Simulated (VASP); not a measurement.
# Ti3C2 (P-6m2) in VASP: further runs

The runs below take Ti3C2 through single point, with r2SCAN.

All numbers are computed with VASP 6.6.1; they aren't measurements. Logs are shortened: lines on timing, memory, paths and dates and some standing lists are left out, and cuts for length are marked.

## 1. The cell of the first run

The structure is hexagonal, space group P-6m2 (No. 187). The conventional cell has a = 3.064 Å, b = 3.064 Å, c = 17.119 Å, α = 90.00°, β = 90.00°, γ = 120.00°. Within 2.7 Å of Ti (site symmetry 3m) lie 3 C at 2.06 Å. Ti (site symmetry 3m) has 3 C at 2.06 Å within 2.7 Å. Within 3.1 Å of Ti (site symmetry 3m) lie 6 C at 2.19 Å and 12 Ti at 2.95 to 3.06 Å. C (site symmetry 3m) has 6 Ti at 2.06 to 2.19 Å within 2.7 Å. C (site symmetry 3m) has 6 Ti at 2.06 to 2.19 Å within 2.7 Å.

## 2. Single point, r2SCAN (the distance across one plane changed)

Contents of POSCAR:

```
Ti3C2
1.0
   -3.0640472894      0.0000000000      0.0000000000
   -1.5320236447     -2.6535427910      0.0000000000
    0.0000000000      0.0000000000     17.1185180878
Ti C
6 4
Direct
    0.3333333333      0.3333333333      0.5247746603
    0.6666666667      0.6666666667      0.0831909318
    0.6666666667      0.6666666667      0.7999765253
    0.3333333333      0.3333333333      0.3583927967
    0.0000000000      0.0000000000      0.6623755928
    0.0000000000      0.0000000000      0.2207918643
    0.6666666667      0.6666666667      0.5865668192
    0.3333333333      0.3333333333      0.1449830907
    0.6666666667      0.6666666667      0.2966006378
    0.3333333333      0.3333333333      0.7381843663
```

Contents of INCAR.step1:

```
SYSTEM = Ti3C2
  PREC = Accurate
  ENCUT = 520
  ISMEAR = 0
  SIGMA = 0.15
  LREAL = .False.
  LASPH = .True.
  NELM = 60
  NBANDS = 55
  GGA = PE
  ALGO = Normal
  EDIFF = 1E-4
  LWAVE = .True.
  LCHARG = .False.
```

Contents of INCAR.step2:

```
SYSTEM = Ti3C2
  PREC = Accurate
  ENCUT = 520
  EDIFF = 1E-6
  ISMEAR = 0
  SIGMA = 0.15
  LREAL = .False.
  LASPH = .True.
  NELM = 60
  ALGO = Normal
  ISIF = 2
  LWAVE = .False.
  LCHARG = .False.
  METAGGA = R2SCAN
  LMIXTAU = .True.
  NBANDS = 55
  ISTART = 1
```

Contents of KPOINTS:

```
Automatic mesh
0
Gamma
  14 14 3
  0 0 0
```

Potentials or basis: VASP PAW PBE potentials, release 64 (Ti_sv, C).

Command:

```
> cat potpaw_PBE.64/Ti_sv/POTCAR potpaw_PBE.64/C/POTCAR > POTCAR
> cp INCAR.step1 INCAR
> mpirun -np 1 vasp_std > vasp.out
> cp INCAR.step2 INCAR
> mpirun -np 1 vasp_std > vasp.out
```

OUTCAR:

```text
SYSTEM = Ti3C2
   PREC = Accurate
   ENCUT = 520
   EDIFF = 1E-6
   ISMEAR = 0
   LREAL = .False.
   LASPH = .True.
   NELM = 60
   ISIF = 2
   METAGGA = R2SCAN
   ISTART = 1

 ion  position               nearest neighbor table
   1  0.333  0.333  0.525-   7 2.06   7 2.06   7 2.06   4 2.85
   2  0.667  0.667  0.083-   8 2.06   8 2.06   8 2.06
   3  0.667  0.667  0.800-  10 2.06  10 2.06  10 2.06
   4  0.333  0.333  0.358-   9 2.06   9 2.06   9 2.06   1 2.85
   5  0.000  0.000  0.662-  10 2.19  10 2.19  10 2.19   7 2.19   7 2.19   7 2.19
   6  0.000  0.000  0.221-   9 2.19   9 2.19   9 2.19   8 2.19   8 2.19   8 2.19
   7  0.667  0.667  0.587-   1 2.06   1 2.06   1 2.06   5 2.19   5 2.19   5 2.19
   8  0.333  0.333  0.145-   2 2.06   2 2.06   2 2.06   6 2.19   6 2.19   6 2.19
   9  0.667  0.667  0.297-   4 2.06   4 2.06   4 2.06   6 2.19   6 2.19   6 2.19
  10  0.333  0.333  0.738-   3 2.06   3 2.06   3 2.06   5 2.19   5 2.19   5 2.19

  LATTYP: Found a hexagonal cell.
 ALAT       =     3.0640472894
 C/A-ratio  =     5.5868974827

  Lattice vectors:

 A1 = (   1.5320236447,   2.6535427910,   0.0000000000)
 A2 = (  -3.0640472894,   0.0000000000,   0.0000000000)
 A3 = (   0.0000000000,   0.0000000000,  17.1185180878)

Analysis of symmetry for initial positions (statically):
=====================================================================
 Subroutine PRICEL returns:
 Original cell was already a primitive cell.

 Routine SETGRP: Setting up the symmetry group for a
 hexagonal supercell.

 Subroutine GETGRP returns: Found 12 space group operations
 (whereof  6 operations were pure point group operations)
 out of a pool of 24 trial point group operations.

The static configuration has the point symmetry C_3v.
 The point group associated with its full space group is D_3h.

Analysis of symmetry for dynamics (positions and initial velocities):
=====================================================================
 Subroutine PRICEL returns:
 Original cell was already a primitive cell.

 Routine SETGRP: Setting up the symmetry group for a
 hexagonal supercell.

 Subroutine GETGRP returns: Found 12 space group operations
 (whereof  6 operations were pure point group operations)
 out of a pool of 24 trial point group operations.

The dynamic configuration has the point symmetry C_3v.
 The point group associated with its full space group is D_3h.

 Subroutine INISYM returns: Found 12 space group operations
 (whereof  6 operations are pure point group operations),
 and found     1 'primitive' translations

----------------------------------------------------------------------------------------

                                     Primitive cell

  volume of cell :     139.1835

  direct lattice vectors                    reciprocal lattice vectors
    -3.064047289  0.000000000  0.000000000    -0.326365720  0.188427336  0.000000000
    -1.532023645 -2.653542791  0.000000000     0.000000000 -0.376854673  0.000000000
     0.000000000  0.000000000 17.118518088     0.000000000  0.000000000  0.058416271

  length of vectors
     3.064047289  3.064047289 17.118518088     0.376854673  0.376854673  0.058416271

  position of ions in fractional coordinates (direct lattice)
     0.333333333  0.333333333  0.524774660
     0.666666667  0.666666667  0.083190932
     0.666666667  0.666666667  0.799976525
     0.333333333  0.333333333  0.358392797
     0.000000000  0.000000000  0.662375593
     0.000000000  0.000000000  0.220791864
     0.666666667  0.666666667  0.586566819
     0.333333333  0.333333333  0.144983091
     0.666666667  0.666666667  0.296600638
     0.333333333  0.333333333  0.738184366

  ion indices of the primitive-cell ions
   primitive index   ion index
                 1           1
                 2           2
                 3           3
                 4           4
                 5           5
                 6           6
                 7           7
                 8           8
                 9           9
                10          10

----------------------------------------------------------------------------------------

 KPOINTS: Automatic mesh

Automatic generation of k-mesh.
 Grid dimensions read from file:
 generate k-points for:   14   14    3

 Generating k-lattice:

  Cartesian coordinates                     Fractional coordinates (reciprocal lattice)
    -0.023311837  0.013459095  0.000000000     0.071428571  0.000000000  0.000000000
     0.000000000 -0.026918191  0.000000000     0.000000000  0.071428571  0.000000000
     0.000000000  0.000000000  0.019472090     0.000000000  0.000000000  0.333333333

  Length of vectors
     0.026918191  0.026918191  0.019472090

  Shift w.r.t. Gamma in fractional coordinates (k-lattice)
     0.000000000  0.000000000  0.000000000

 Subroutine IBZKPT returns following result:
 ===========================================

 Found     48 irreducible k-points:

 Following reciprocal coordinates:
            Coordinates               Weight
  0.000000  0.000000  0.000000      1.000000
  0.071429  0.000000  0.000000      6.000000
  0.142857  0.000000  0.000000      6.000000
  0.214286  0.000000  0.000000      6.000000
  0.285714  0.000000  0.000000      6.000000
  0.357143  0.000000  0.000000      6.000000
[... 16 lines left out ...]
 -0.428571  0.285714  0.000000      6.000000
 -0.357143  0.285714  0.000000      6.000000
 [... further k-points ...]
   k-points           NKPTS =     48   k-points in BZ     NKDIM =     48   number of bands    NBANDS=     55
   number of dos      NEDOS =    301   number of ions     NIONS =     10
   total plane-waves  NPLWV =  73728
   dimension x,y,z NGX =    24 NGY =   24 NGZ =  128
   dimension x,y,z NGXF=    48 NGYF=   48 NGZF=  256
   ions per type =               6   4
   NGX,Y,Z   is equivalent  to a cutoff of  13.02, 13.02, 12.43 a.u.
   NGXF,Y,Z  is equivalent  to a cutoff of  26.04, 26.04, 24.86 a.u.
 SYSTEM =  Ti3C2
   PREC   = accura    normal or accurate (medium, high low for compatibility)
   ISTART =      1    job   : 0-new  1-cont  2-samecut
   ICHARG =      0    charge: 1-file 2-atom 10-const
   ISPIN  =      1    spin polarized calculation?
   LNONCOLLINEAR =      F non collinear calculations
   LSORBIT =      F    spin-orbit coupling
   LASPH  =      T    aspherical Exc in radial PAW
   ENCUT  =  520.0 eV  38.22 Ry    6.18 a.u.   5.70  5.70 31.83*2*pi/ulx,y,z
   NELM   =     60;   NELMIN=  2; NELMDL=  0     # of ELM steps
   EDIFF  = 0.1E-05   stopping-criterion for ELM
   LREAL  =      F    real-space projection
   EDIFFG = 0.1E-04   stopping-criterion for IOM
   NSW    =      0    number of steps for IOM
   IBRION =     -1    ionic relax: 0-MD 1-quasi-New 2-CG
   NFREE  =      0    steps in history (QN), initial steepest desc. (CG)
   ISIF   =      2    stress and relaxation
   ISYM   =      2    0-nonsym 1-usesym 2-fastsym
   POTIM  = 0.5000    time-step for ionic-motion
   TEBEG  =    0.0;   TEEND  =   0.0 temperature during run
   PSTRESS=    0.0 pullay stress
   NELECT =      88.0000    total number of electrons
   NUPDOWN=      -1.0000    fix difference up-down
   EMIN   =  10.00;   EMAX   =-10.00  energy-range for DOS
   EFERMI =   0.00;   METHOD = LEGACY
   ISMEAR =     0;   SIGMA  =   0.15  broadening in eV -4-tet -1-fermi 0-gaus
   EFERMI_NEDOS =   21; number of points for ismear=-14 and -15
   IALGO  =     38    algorithm
   IMIX   =      4    mixing-type and parameters
     AMIX     =   0.40;   BMIX     =  1.00
     AMIX_MAG =   1.60;   BMIX_MAG =  1.00
  volume/ion in A,a.u.               =      13.92        93.93
  Fermi-wavevector in a.u.,A,eV,Ry     =   1.405098  2.655249 26.861971  1.974299
  Thomas-Fermi vector in A             =   2.527593
   LORBIT       =      0    0 simple, 1 ext, 2 COOP (PROOUT), +10 PAW based schemes
   METAGGA = R2SCAN    functional components
   LHFCALC =     F    Hartree Fock is set to
   AEXX    =    0.0000 exact exchange contribution
   IVDW    =     0    specifies the selected vdW correction
   LEPSILON=     F    determine dielectric tensor
   LRPA    =     F    only Hartree local field effects (RPA)
 non-spin polarized calculation
 Gauss-broadening in eV      SIGMA  =   0.15
  energy-cutoff  :      520.00
  volume of cell :      139.18
 maximum number of plane-waves:      3771
   NGX = 11   NGY = 11   NGZ = 63

 number of electron      87.9999978 magnetization

 Free energy of the ion-electron system (eV)
  ---------------------------------------------------
  ext. energy  EPLUGINS =         0.00000000
  ---------------------------------------------------
  free energy    TOTEN  =      -124.24175020 eV

  energy without entropy =     -124.17156950  energy(sigma->0) =     -124.20665985

 E-fermi :   7.3668     XC(G=0): -11.8498

 val. band max:        7.3614870237   @ k =   0.5000   0.0000   0.3333
 cond. band min:       7.3759670206   @ k =   0.2857   0.0000   0.3333
 fundamental gap:      0.0144799969
 Fermi energy:         7.3668121981

 k-point     1 :       0.0000    0.0000    0.0000
  band No.  band energies     occupation
      1     -52.0137      2.00000
      2     -52.0073      2.00000
      3     -52.0026      2.00000
      4     -51.9835      2.00000
      5     -51.8298      2.00000
      6     -51.8289      2.00000
[... 47 lines left out ...]
     54       8.9469      0.00000
     55       8.9469      0.00000

 k-point     2 :       0.0714    0.0000    0.0000
  band No.  band energies     occupation
      1     -52.0109      2.00000
      2     -52.0045      2.00000
      3     -52.0001      2.00000
      4     -51.9810      2.00000
      5     -51.8278      2.00000
      6     -51.8269      2.00000
[... 47 lines left out ...]
     54       9.0290      0.00000
     55       9.0513      0.00000

 k-point     3 :       0.1429    0.0000    0.0000
  band No.  band energies     occupation
      1     -52.0028      2.00000
      2     -51.9967      2.00000
      3     -51.9931      2.00000
      4     -51.9738      2.00000
      5     -51.8222      2.00000
      6     -51.8214      2.00000
[... 1152 lines left out ...]
 k-point    23 :      -0.4286    0.2857    0.0000
  band No.  band energies     occupation
      1     -51.9513      2.00000
      2     -51.9464      2.00000
      3     -51.9464      2.00000
      4     -51.9260      2.00000
      5     -51.7859      2.00000
      6     -51.7859      2.00000
[... 47 lines left out ...]
     54      10.1310      0.00000
     55      10.1999      0.00000

 k-point    24 :      -0.3571    0.2857    0.0000
  band No.  band energies     occupation
      1     -51.9496      2.00000
      2     -51.9447      2.00000
      3     -51.9447      2.00000
      4     -51.9243      2.00000
      5     -51.7847      2.00000
      6     -51.7847      2.00000
[... 47 lines left out ...]
     54      10.2120      0.00000
     55      10.2598      0.00000

 [... further k-points ...]

------------------------ aborting loop because EDIFF is reached ----------------------------------------

  FORCE on cell =-STRESS in cart. coord.  units (eV):
  Direction    XX          YY          ZZ          XY          YZ          ZX
  --------------------------------------------------------------------------------------
  -------------------------------------------------------------------------------------
  Total        1.9036454      1.9036454     -2.7056777      0.0000000      0.0000000      0.0000000
  in kB       21.9133573     21.9133573    -31.1457587      0.0000000      0.0000000      0.0000000
  external PRESSURE =       4.2269853 kB  Pullay stress =       0.0000000 kB

 VOLUME and BASIS-vectors are now :
 -----------------------------------------------------------------------------
  energy-cutoff  :      520.00
  volume of cell :      139.18
      direct lattice vectors                 reciprocal lattice vectors
    -3.064047289  0.000000000  0.000000000    -0.326365720  0.188427336  0.000000000
    -1.532023645 -2.653542791  0.000000000     0.000000000 -0.376854673  0.000000000
     0.000000000  0.000000000 17.118518088     0.000000000  0.000000000  0.058416271

 POSITION                                       TOTAL-FORCE (eV/Angst)
 -----------------------------------------------------------------------------------
     -1.53202     -0.88451      8.98336        -0.000000     -0.000000     -0.039404
     -3.06405     -1.76903      1.42411         0.000000     -0.000000     -0.109125
     -3.06405     -1.76903     13.69441         0.000000     -0.000000      0.109125
     -1.53202     -0.88451      6.13515        -0.000000     -0.000000      0.039404
      0.00000      0.00000     11.33889         0.000000      0.000000     -0.065721
      0.00000      0.00000      3.77963         0.000000      0.000000      0.065721
     -3.06405     -1.76903     10.04115         0.000000      0.000000      0.014880
     -1.53202     -0.88451      2.48190         0.000000      0.000000     -0.473819
     -3.06405     -1.76903      5.07736         0.000000      0.000000     -0.014880
     -1.53202     -0.88451     12.63662         0.000000      0.000000      0.473819
 -----------------------------------------------------------------------------------
    total drift:                               -0.000000     -0.000000      0.000052

  FREE ENERGIE OF THE ION-ELECTRON SYSTEM (eV)
  ---------------------------------------------------
  free  energy   TOTEN  =      -124.2417501974 eV

  energy  without entropy=     -124.1715695033  energy(sigma->0) =     -124.20665985
```

It took 29 min on 1 thread of AMD EPYC 7R13 (Zen 3), shared host; peak memory 0.42 GiB.

Results:

```yaml
Free_energy: -124.2418 eV
Pressure: 0.4 GPa
Largest_force: 0.474 eV/Å
Band_gap_on_the_k_mesh: zero (bands 44 and 45 overlap by 0.64 eV)
```

Forces on the atoms (eV/Å):
```
Ti   0.000  0.000 -0.039
Ti   0.000  0.000 -0.109
Ti   0.000  0.000  0.109
Ti   0.000  0.000  0.039
Ti   0.000  0.000 -0.066
Ti   0.000  0.000  0.066
C    0.000  0.000  0.015
C    0.000  0.000 -0.474
C    0.000  0.000 -0.015
C    0.000  0.000  0.474
```

Stress tensor (GPa, compression positive):
```
 2.19  0.00  0.00
 0.00  2.19  0.00
 0.00  0.00 -3.11
```

Levels at points of the mesh, in eV from the Fermi level:
| k point | band 40 | band 41 | band 42 | band 43 | band 44 | band 45 | band 46 | band 47 | band 48 | band 49 |
| --- | --- | --- | --- | --- | --- | --- | --- | --- | --- | --- |
| (0.00, 0.00, 0.00) | -2.03 | -2.03 | -1.48 | 0.43 | 0.47 | 0.52 | 0.52 | 0.59 | 0.59 | 1.02 |
| (0.50, 0.00, 0.00) | -2.13 | -1.85 | -1.72 | -1.31 | -0.01 | 0.42 | 0.52 | 1.68 | 1.73 | 2.23 |

Caveat: the cell differs from its parent crystal (the distance across one plane changed); the stress differs along the axes, from -3 to 2 GPa; the PAW data sets were made with another functional, which shifts forces and pressure a little.

## 3. Single point, r2SCAN (the distance across one plane changed)

Contents of POSCAR:

```
Ti3C2
1.0
   -3.0640472894      0.0000000000      0.0000000000
   -1.5320236447     -2.6535427910      0.0000000000
    0.0000000000      0.0000000000     15.6185180878
Ti C
6 4
Direct
    0.3333333333      0.3333333333      0.5751739354
    0.6666666667      0.6666666667      0.0911805757
    0.6666666667      0.6666666667      0.8768061439
    0.3333333333      0.3333333333      0.3928127841
    0.0000000000      0.0000000000      0.7259900397
    0.0000000000      0.0000000000      0.2419966799
    0.6666666667      0.6666666667      0.6429006035
    0.3333333333      0.3333333333      0.1589072437
    0.6666666667      0.6666666667      0.3250861160
    0.3333333333      0.3333333333      0.8090794758
```

Contents of INCAR.step1:

```
SYSTEM = Ti3C2
  ALGO = Normal
  EDIFF = 1E-4
  ENCUT = 520
  GGA = PE
  ISMEAR = 0
  LASPH = .True.
  LCHARG = .False.
  LREAL = .False.
  LWAVE = .True.
  NBANDS = 55
  NELM = 100
  PREC = Accurate
  SIGMA = 0.15
```

Contents of INCAR.step2:

```
SYSTEM = Ti3C2
  ALGO = Normal
  EDIFF = 1E-6
  ENCUT = 520
  ISIF = 2
  ISMEAR = 0
  ISTART = 1
  LASPH = .True.
  LCHARG = .False.
  LMIXTAU = .True.
  LREAL = .False.
  LWAVE = .False.
  METAGGA = R2SCAN
  NBANDS = 55
  NELM = 100
  PREC = Accurate
  SIGMA = 0.15
```

Contents of KPOINTS:

```
k-points
0
Gamma
  14 14 3
  0 0 0
```

Potentials or basis: VASP PAW PBE potentials, release 64 (Ti_sv, C).

Command:

```
> cat potpaw_PBE.64/Ti_sv/POTCAR potpaw_PBE.64/C/POTCAR > POTCAR
> cp INCAR.step1 INCAR
> mpirun -np 1 vasp_std > vasp.out
> cp INCAR.step2 INCAR
> mpirun -np 1 vasp_std > vasp.out
```

Run time: 43 min. Hardware: 1 thread of Intel Xeon 8259CL, shared host; peak memory 0.43 GiB.

Results (log left out):

| Property | Result |
| --- | --- |
| Free energy | -125.4037 eV |
| Pressure | -0.1 GPa |
| Largest force | 0.697 eV/Å |
| Band gap on the k mesh | zero (bands 44 and 45 overlap by 0.67 eV) |

Forces on the atoms (eV/Å):
```
Ti   0.000  0.000 -0.019
Ti   0.000  0.000 -0.697
Ti   0.000  0.000  0.697
Ti   0.000  0.000  0.019
Ti   0.000  0.000  0.003
Ti   0.000  0.000 -0.003
C    0.000  0.000 -0.009
C    0.000  0.000 -0.190
C    0.000  0.000  0.009
C    0.000  0.000  0.190
```

Stress tensor (GPa, compression positive):
```
 1.64  0.00  0.00
 0.00  1.64  0.00
 0.00  0.00 -3.57
```

Levels at points of the mesh, in eV from the Fermi level:
```csv
k point,band 42,band 43,band 44,band 45,band 46,band 47
"(0.00, 0.00, 0.00)",-1.87,0.36,0.46,0.46,0.53,0.55
"(0.50, 0.00, 0.00)",-1.75,-1.36,-0.78,0.45,0.95,1.40
```

Caveat: the cell differs from its parent crystal (the distance across one plane changed); the stress differs along the axes, from -4 to 2 GPa; the PAW data sets were made with another functional, which shifts forces and pressure a little.

The gap in the log of VASP goes by the Fermi energy; the results here count the filled bands.